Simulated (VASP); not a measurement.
# Te (P6_3/mmc) in VASP: notebook

Te is run at these levels: BLYP; tasks: single point.

All numbers are computed with VASP 6.6.1; they aren't measurements. Logs are shortened: lines on timing, memory, paths and dates and some standing lists are left out, and cuts for length are marked.

## Step 1: The cell of the first run

The structure is hexagonal, space group P6_3/mmc (No. 194). The conventional cell has a = 4.126 Å, b = 4.126 Å, c = 4.234 Å, α = 90.00°, β = 90.00°, γ = 120.00°. Te (site symmetry -6m2) has 12 Te at 3.19 to 4.13 Å within 4.2 Å.

## Step 2: Single point, BLYP (volume scaled by 0.88)

INCAR reads:

```
PREC = Accurate
ENCUT = 520
EDIFF = 1E-6
ISMEAR = -1
SIGMA = 0.1
LREAL = False
LASPH = True
NELM = 60
ALGO = Normal
ISIF = 2
LWAVE = False
LCHARG = True
GGA = B5
ALDAX = 1.0
AGGAX = 1.0
AGGAC = 1.0
ALDAC = 0.0
LELF = True
LVHAR = True
NBANDS = 13
```

KPOINTS reads:

```
Automatic mesh
0
Gamma
  10 10 8
```

POSCAR reads:

```
Te
1.0
    4.1261981597      0.0000000000      0.0000000000
   -2.0630990798      3.5733924274      0.0000000000
    0.0000000000      0.0000000000      4.2342604472
Te
2
Direct
    0.3333333333      0.6666666667      0.2500000000
    0.6666666667      0.3333333333      0.7500000000
```

Potentials or basis: VASP PAW PBE potentials, release 64 (Te).

Run with:

```sh
cat potpaw_PBE.64/Te/POTCAR > POTCAR
mpirun -np 1 vasp_std > vasp.out
```

OUTCAR:

```text
PREC = Accurate
   ENCUT = 520
   EDIFF = 1E-6
   ISMEAR = -1
   LREAL = False
   LASPH = True
   NELM = 60
   ISIF = 2
   GGA = B5

 ion  position               nearest neighbor table
   1  0.333  0.667  0.250-   2 3.19   2 3.19   2 3.19   2 3.19   2 3.19   2 3.19
   2  0.667  0.333  0.750-   1 3.19   1 3.19   1 3.19   1 3.19   1 3.19   1 3.19

  LATTYP: Found a hexagonal cell.
 ALAT       =     4.1261981597
 C/A-ratio  =     1.0261893112

  Lattice vectors:

 A1 = (   4.1261981597,   0.0000000000,   0.0000000000)
 A2 = (  -2.0630990798,   3.5733924274,   0.0000000000)
 A3 = (   0.0000000000,   0.0000000000,   4.2342604472)

Analysis of symmetry for initial positions (statically):
=====================================================================
 Subroutine PRICEL returns:
 Original cell was already a primitive cell.

 Routine SETGRP: Setting up the symmetry group for a
 hexagonal supercell.

 Subroutine GETGRP returns: Found 24 space group operations
 (whereof 12 operations were pure point group operations)
 out of a pool of 24 trial point group operations.

The static configuration has the point symmetry D_3d.
 The point group associated with its full space group is D_6h.

Analysis of symmetry for dynamics (positions and initial velocities):
=====================================================================
 Subroutine PRICEL returns:
 Original cell was already a primitive cell.

 Routine SETGRP: Setting up the symmetry group for a
 hexagonal supercell.

 Subroutine GETGRP returns: Found 24 space group operations
 (whereof 12 operations were pure point group operations)
 out of a pool of 24 trial point group operations.

The dynamic configuration has the point symmetry D_3d.
 The point group associated with its full space group is D_6h.

 Subroutine INISYM returns: Found 24 space group operations
 (whereof 12 operations are pure point group operations),
 and found     1 'primitive' translations

----------------------------------------------------------------------------------------

                                     Primitive cell

  volume of cell :      62.4322

  direct lattice vectors                    reciprocal lattice vectors
     4.126198160  0.000000000  0.000000000     0.242353848  0.139923059  0.000000000
    -2.063099080  3.573392427  0.000000000     0.000000000  0.279846118  0.000000000
     0.000000000  0.000000000  4.234260447     0.000000000  0.000000000  0.236168751

  length of vectors
     4.126198160  4.126198160  4.234260447     0.279846118  0.279846118  0.236168751

  position of ions in fractional coordinates (direct lattice)
     0.333333333  0.666666667  0.250000000
     0.666666667  0.333333333  0.750000000

  ion indices of the primitive-cell ions
   primitive index   ion index
                 1           1
                 2           2

----------------------------------------------------------------------------------------

 KPOINTS: Automatic mesh

Automatic generation of k-mesh.
 Grid dimensions read from file:
 generate k-points for:   10   10    8

 Generating k-lattice:

  Cartesian coordinates                     Fractional coordinates (reciprocal lattice)
     0.024235385  0.013992306  0.000000000     0.100000000 -0.000000000  0.000000000
     0.000000000  0.027984612  0.000000000     0.000000000  0.100000000  0.000000000
     0.000000000  0.000000000  0.029521094     0.000000000  0.000000000  0.125000000

  Length of vectors
     0.027984612  0.027984612  0.029521094

  Shift w.r.t. Gamma in fractional coordinates (k-lattice)
     0.000000000  0.000000000  0.000000000

 Subroutine IBZKPT returns following result:
 ===========================================

 Found     70 irreducible k-points:

 Following reciprocal coordinates:
            Coordinates               Weight
  0.000000  0.000000  0.000000      1.000000
  0.100000  0.000000  0.000000      6.000000
  0.200000  0.000000  0.000000      6.000000
  0.300000  0.000000  0.000000      6.000000
  0.400000  0.000000  0.000000      6.000000
  0.500000  0.000000  0.000000      3.000000
[... 16 lines left out ...]
  0.300000  0.100000  0.125000     24.000000
  0.400000  0.100000  0.125000     24.000000
 [... further k-points ...]
   k-points           NKPTS =     70   k-points in BZ     NKDIM =     70   number of bands    NBANDS=     13
   number of dos      NEDOS =    301   number of ions     NIONS =      2
   total plane-waves  NPLWV =  32768
   dimension x,y,z NGX =    32 NGY =   32 NGZ =   32
   dimension x,y,z NGXF=    64 NGYF=   64 NGZF=   64
   ions per type =               2
   NGX,Y,Z   is equivalent  to a cutoff of  12.89, 12.89, 12.56 a.u.
   NGXF,Y,Z  is equivalent  to a cutoff of  25.79, 25.79, 25.13 a.u.
 SYSTEM =  unknown system
   PREC   = accura    normal or accurate (medium, high low for compatibility)
   ISTART =      0    job   : 0-new  1-cont  2-samecut
   ICHARG =      2    charge: 1-file 2-atom 10-const
   ISPIN  =      1    spin polarized calculation?
   LNONCOLLINEAR =      F non collinear calculations
   LSORBIT =      F    spin-orbit coupling
   LASPH  =      T    aspherical Exc in radial PAW
   ENCUT  =  520.0 eV  38.22 Ry    6.18 a.u.   7.67  7.67  7.87*2*pi/ulx,y,z
   NELM   =     60;   NELMIN=  2; NELMDL= -5     # of ELM steps
   EDIFF  = 0.1E-05   stopping-criterion for ELM
   LREAL  =      F    real-space projection
   EDIFFG = 0.1E-04   stopping-criterion for IOM
   NSW    =      0    number of steps for IOM
   IBRION =     -1    ionic relax: 0-MD 1-quasi-New 2-CG
   NFREE  =      0    steps in history (QN), initial steepest desc. (CG)
   ISIF   =      2    stress and relaxation
   ISYM   =      2    0-nonsym 1-usesym 2-fastsym
   POTIM  = 0.5000    time-step for ionic-motion
   TEBEG  =    0.0;   TEEND  =   0.0 temperature during run
   PSTRESS=    0.0 pullay stress
   NELECT =      12.0000    total number of electrons
   NUPDOWN=      -1.0000    fix difference up-down
   EMIN   =  10.00;   EMAX   =-10.00  energy-range for DOS
   EFERMI =   0.00;   METHOD = LEGACY
   ISMEAR =    -1;   SIGMA  =   0.10  broadening in eV -4-tet -1-fermi 0-gaus
   EFERMI_NEDOS =   21; number of points for ismear=-14 and -15
   IALGO  =     38    algorithm
   IMIX   =      4    mixing-type and parameters
     AMIX     =   0.40;   BMIX     =  1.00
     AMIX_MAG =   1.60;   BMIX_MAG =  1.00
  volume/ion in A,a.u.               =      31.22       210.66
  Fermi-wavevector in a.u.,A,eV,Ry     =   0.944784  1.785383 12.144785  0.892617
  Thomas-Fermi vector in A             =   2.072622
   LORBIT       =      0    0 simple, 1 ext, 2 COOP (PROOUT), +10 PAW based schemes
   GGA     = B5    functional components
   LHFCALC =     F    Hartree Fock is set to
   AEXX    =    0.0000 exact exchange contribution
   IVDW    =     0    specifies the selected vdW correction
   LEPSILON=     F    determine dielectric tensor
   LRPA    =     F    only Hartree local field effects (RPA)
 non-spin polarized calculation
  energy-cutoff  :      520.00
  volume of cell :       62.43
 maximum number of plane-waves:      1708
 NGX is ok and might be reduce to    32
   NGX = 15   NGY = 15   NGZ = 15

 number of electron      12.0000000 magnetization

 Free energy of the ion-electron system (eV)
  ---------------------------------------------------
  ext. energy  EPLUGINS =         0.00000000
  ---------------------------------------------------
  free energy    TOTEN  =        -4.50423422 eV

  energy without entropy =       -4.46569029  energy(sigma->0) =       -4.48496226

 E-fermi :   7.3388     XC(G=0):  -8.8740

 val. band max:        7.3377493313   @ k =   0.2000   0.2000   0.2500
 cond. band min:       7.3964242278   @ k =   0.2000   0.1000   0.0000
 fundamental gap:      0.0586748965
 Fermi energy:         7.3388199630

 k-point     1 :       0.0000    0.0000    0.0000
  band No.  band energies     occupation
      1      -6.4245      2.00000
      2      -1.2082      2.00000
      3       3.1611      2.00000
      4       5.1047      2.00000
      5       5.1047      2.00000
      6       8.0193      0.00221
      7       8.0193      0.00221
      8      10.5066      0.00000
      9      10.6383      0.00000
     10      13.2885      0.00000
     11      15.4047      0.00000
     12      15.4047      0.00000
     13      16.5813      0.00000

 k-point     2 :       0.1000    0.0000    0.0000
  band No.  band energies     occupation
      1      -6.3332      2.00000
      2      -1.3372      2.00000
      3       3.2628      2.00000
      4       4.8808      2.00000
      5       4.9081      2.00000
      6       7.8374      0.01358
      7       8.2592      0.00020
      8      10.1484      0.00000
      9      10.9851      0.00000
     10      13.6107      0.00000
     11      15.0807      0.00000
     12      15.3600      0.00000
     13      16.3414      0.00000

 k-point     3 :       0.2000    0.0000    0.0000
  band No.  band energies     occupation
      1      -6.0651      2.00000
      2      -1.7212      2.00000
      3       3.5616      2.00000
      4       4.4412      2.00000
      5       4.5000      2.00000
      6       7.4529      0.48451
      7       8.7543      0.00000
      8       9.2882      0.00000
      9      11.7014      0.00000
     10      13.4170      0.00000
     11      15.4508      0.00000
     12      15.9005      0.00000
     13      15.9601      0.00000
[... 305 lines left out ...]
 k-point    23 :       0.3000    0.1000    0.1250
  band No.  band energies     occupation
      1      -5.2266      2.00000
      2      -2.7594      2.00000
      3       3.0496      2.00000
      4       3.7003      2.00000
      5       5.5786      2.00000
      6       6.1387      1.99999
      7       8.5141      0.00002
      8       8.8026      0.00000
      9      11.8604      0.00000
     10      14.1197      0.00000
     11      14.8757      0.00000
     12      16.0168      0.00000
     13      17.3403      0.00000

 k-point    24 :       0.4000    0.1000    0.1250
  band No.  band energies     occupation
      1      -4.7660      2.00000
      2      -3.2763      2.00000
      3       2.9439      2.00000
      4       3.7824      2.00000
      5       5.2530      2.00000
      6       6.0245      2.00000
      7       8.3791      0.00006
      8       8.8215      0.00000
      9      11.4605      0.00000
     10      14.3107      0.00000
     11      15.8801      0.00000
     12      15.9774      0.00000
     13      17.6289      0.00000

 [... further k-points ...]
[... 5 lines left out ...]
  --------------------------------------------------------------------------------------
  -------------------------------------------------------------------------------------
  Total        2.0617533      2.0617533      3.2589663      0.0000000      0.0000000      0.0000000
  in kB       52.9101407     52.9101407     83.6338502      0.0000000      0.0000000      0.0000000
  external PRESSURE =      63.1513772 kB  Pullay stress =       0.0000000 kB

 VOLUME and BASIS-vectors are now :
 -----------------------------------------------------------------------------
  energy-cutoff  :      520.00
  volume of cell :       62.43
      direct lattice vectors                 reciprocal lattice vectors
     4.126198160  0.000000000  0.000000000     0.242353848  0.139923059  0.000000000
    -2.063099080  3.573392427  0.000000000     0.000000000  0.279846118  0.000000000
     0.000000000  0.000000000  4.234260447     0.000000000  0.000000000  0.236168751

 POSITION                                       TOTAL-FORCE (eV/Angst)
 -----------------------------------------------------------------------------------
     -0.00000      2.38226      1.05857         0.000000      0.000000      0.000000
      2.06310      1.19113      3.17570        -0.000000     -0.000000      0.000000
 -----------------------------------------------------------------------------------
    total drift:                                0.000000     -0.000000      0.000000

  FREE ENERGIE OF THE ION-ELECTRON SYSTEM (eV)
  ---------------------------------------------------
  free  energy   TOTEN  =        -4.5042342242 eV

  energy  without entropy=       -4.4656902893  energy(sigma->0) =       -4.48496226
```

Wall time 35 s (1 thread of Intel Xeon Platinum 8259CL at 2.50GHz (Skylake/Cascade Lake), shared host); peak memory 0.2 GiB.

What came out:

| Quantity | Value |
| --- | --- |
| Free energy | -4.5042 eV |
| Pressure | 6.3 GPa |
| Band gap on the k mesh | zero (band 6 reaches 8.02 eV, above the bottom of band 7 at 6.49 eV) |

Caveat: the cell differs from its parent crystal (volume scaled by 0.88); the PAW data sets were made with another functional, which shifts forces and pressure a little; spin-orbit coupling is left out, which moves the levels of the heavy elements.

## Step 3: Single point, BLYP

This run uses another cell than the first one, of 35.47 Å³/atom, 1.136 times its volume.

INCAR reads:

```
PREC = Accurate
ENCUT = 520
EDIFF = 1E-6
ISMEAR = -1
SIGMA = 0.1
LREAL = False
LASPH = True
NELM = 80
ALGO = Normal
ISIF = 2
LWAVE = False
LCHARG = False
GGA = B5
ALDAX = 1.0
AGGAX = 1.0
AGGAC = 1.0
ALDAC = 0.0
NBANDS = 13
```

KPOINTS reads:

```
Automatic mesh
0
Gamma
  11 11 6
```

POSCAR reads:

```
Te
1.0
    4.3058198643      0.0000000000      0.0000000000
   -2.1529099321      3.7289493866      0.0000000000
    0.0000000000      0.0000000000      4.4185863204
Te
2
Direct
    0.3333333333      0.6666666667      0.2500000000
    0.6666666667      0.3333333333      0.7500000000
```

Potentials or basis: VASP PAW PBE potentials, release 64 (Te).

Run with:

```sh
cat potpaw_PBE.64/Te/POTCAR > POTCAR
mpirun -np 1 vasp_std > vasp.out
```

OUTCAR:

```text
PREC = Accurate
   ENCUT = 520
   EDIFF = 1E-6
   ISMEAR = -1
   LREAL = False
   LASPH = True
   NELM = 80
   ISIF = 2
   GGA = B5

 ion  position               nearest neighbor table
   1  0.333  0.667  0.250-   2 3.33   2 3.33   2 3.33   2 3.33   2 3.33   2 3.33
   2  0.667  0.333  0.750-   1 3.33   1 3.33   1 3.33   1 3.33   1 3.33   1 3.33

  LATTYP: Found a hexagonal cell.
 ALAT       =     4.3058198643
 C/A-ratio  =     1.0261893111

  Lattice vectors:

 A1 = (   4.3058198643,   0.0000000000,   0.0000000000)
 A2 = (  -2.1529099321,   3.7289493866,   0.0000000000)
 A3 = (   0.0000000000,   0.0000000000,   4.4185863204)

Analysis of symmetry for initial positions (statically):
=====================================================================
 Subroutine PRICEL returns:
 Original cell was already a primitive cell.

 Routine SETGRP: Setting up the symmetry group for a
 hexagonal supercell.

 Subroutine GETGRP returns: Found 24 space group operations
 (whereof 12 operations were pure point group operations)
 out of a pool of 24 trial point group operations.

The static configuration has the point symmetry D_3d.
 The point group associated with its full space group is D_6h.

Analysis of symmetry for dynamics (positions and initial velocities):
=====================================================================
 Subroutine PRICEL returns:
 Original cell was already a primitive cell.

 Routine SETGRP: Setting up the symmetry group for a
 hexagonal supercell.

 Subroutine GETGRP returns: Found 24 space group operations
 (whereof 12 operations were pure point group operations)
 out of a pool of 24 trial point group operations.

The dynamic configuration has the point symmetry D_3d.
 The point group associated with its full space group is D_6h.

 Subroutine INISYM returns: Found 24 space group operations
[... 116 lines left out ...]
     AMIX     =   0.40;   BMIX     =  1.00
     AMIX_MAG =   1.60;   BMIX_MAG =  1.00
  volume/ion in A,a.u.               =      35.47       239.38
  Fermi-wavevector in a.u.,A,eV,Ry     =   0.905371  1.710904 11.152655  0.819697
  Thomas-Fermi vector in A             =   2.028931
   LORBIT       =      0    0 simple, 1 ext, 2 COOP (PROOUT), +10 PAW based schemes
   GGA     = B5    functional components
   LHFCALC =     F    Hartree Fock is set to
   AEXX    =    0.0000 exact exchange contribution
   IVDW    =     0    specifies the selected vdW correction
   LEPSILON=     F    determine dielectric tensor
   LRPA    =     F    only Hartree local field effects (RPA)
 non-spin polarized calculation
  energy-cutoff  :      520.00
  volume of cell :       70.95
 maximum number of plane-waves:      1926
   NGX = 17   NGY = 17   NGZ = 17

 number of electron      12.0000000 magnetization

 Free energy of the ion-electron system (eV)
  ---------------------------------------------------
  ext. energy  EPLUGINS =         0.00000000
  ---------------------------------------------------
  free energy    TOTEN  =        -4.63886837 eV

  energy without entropy =       -4.57966044  energy(sigma->0) =       -4.60926441

 E-fermi :   5.7003     XC(G=0):  -8.3437

 val. band max:        5.6862251214   @ k =   0.3636   0.0000   0.3333
 cond. band min:       5.7003388240   @ k =   0.3636   0.0000   0.3333
 fundamental gap:      0.0141137026
 Fermi energy:         5.7003265949

 k-point     1 :       0.0000    0.0000    0.0000
  band No.  band energies     occupation
      1      -7.1305      2.00000
      2      -3.0843      2.00000
      3       2.1496      2.00000
      4       3.8012      2.00000
      5       3.8012      2.00000
      6       6.3468      0.00311
      7       6.3468      0.00311
      8       8.3109      0.00000
      9       9.4901      0.00000
     10      11.6073      0.00000
     11      13.6507      0.00000
     12      13.6507      0.00000
     13      14.8242      0.00000
[... 354 lines left out ...]
  band No.  band energies     occupation
      1      -6.5391      2.00000
      2      -3.8489      2.00000
      3       2.0139      2.00000
      4       3.1185      2.00000
      5       4.3143      2.00000
      6       4.9973      1.99823
      7       6.5824      0.00030
      8       7.3535      0.00000
      9      10.9908      0.00000
     10      11.8323      0.00000
     11      12.9540      0.00000
     12      14.1511      0.00000
     13      14.8034      0.00000

 [... further k-points ...]
[... 5 lines left out ...]
  --------------------------------------------------------------------------------------
  -------------------------------------------------------------------------------------
  Total        0.0361994      0.0361994      0.0684171      0.0000000      0.0000000      0.0000000
  in kB        0.8174963      0.8174963      1.5450750      0.0000000      0.0000000      0.0000000
  external PRESSURE =       1.0600225 kB  Pullay stress =       0.0000000 kB

 VOLUME and BASIS-vectors are now :
 -----------------------------------------------------------------------------
  energy-cutoff  :      520.00
  volume of cell :       70.95
      direct lattice vectors                 reciprocal lattice vectors
     4.305819864  0.000000000  0.000000000     0.232243808  0.134086025  0.000000000
    -2.152909932  3.728949387  0.000000000     0.000000000  0.268172050  0.000000000
     0.000000000  0.000000000  4.418586320     0.000000000  0.000000000  0.226316728

 POSITION                                       TOTAL-FORCE (eV/Angst)
 -----------------------------------------------------------------------------------
     -0.00000      2.48597      1.10465         0.000000     -0.000000      0.000000
      2.15291      1.24298      3.31394        -0.000000      0.000000      0.000000
 -----------------------------------------------------------------------------------
    total drift:                                0.000000     -0.000000      0.000000

  FREE ENERGIE OF THE ION-ELECTRON SYSTEM (eV)
  ---------------------------------------------------
  free  energy   TOTEN  =        -4.6388683745 eV

  energy  without entropy=       -4.5796604375  energy(sigma->0) =       -4.60926441
```

Run time: 36 s. Hardware: 1 thread of Intel Xeon Platinum 8259CL at 2.50GHz (Skylake/Cascade Lake), shared host; peak memory 0.2 GiB.

What came out:

- Free energy: -4.6389 eV
- Pressure: 0.1 GPa
- Band gap on the k mesh: zero (band 6 reaches 6.35 eV, above the bottom of band 7 at 4.81 eV)

Levels at points of the mesh, in eV from the Fermi level:
```tsv
k point	band 3	band 4	band 5	band 6	band 7	band 8	band 9	band 10
(0.00, 0.00, 0.00)	-3.55	-1.90	-1.90	0.65	0.65	2.61	3.79	5.91
(0.00, 0.00, 0.50)	-0.95	-0.95	-0.59	-0.59	-0.59	-0.59	6.55	6.55
```

Caveat: the PAW data sets were made with another functional, which shifts forces and pressure a little; spin-orbit coupling is left out, which moves the levels of the heavy elements.
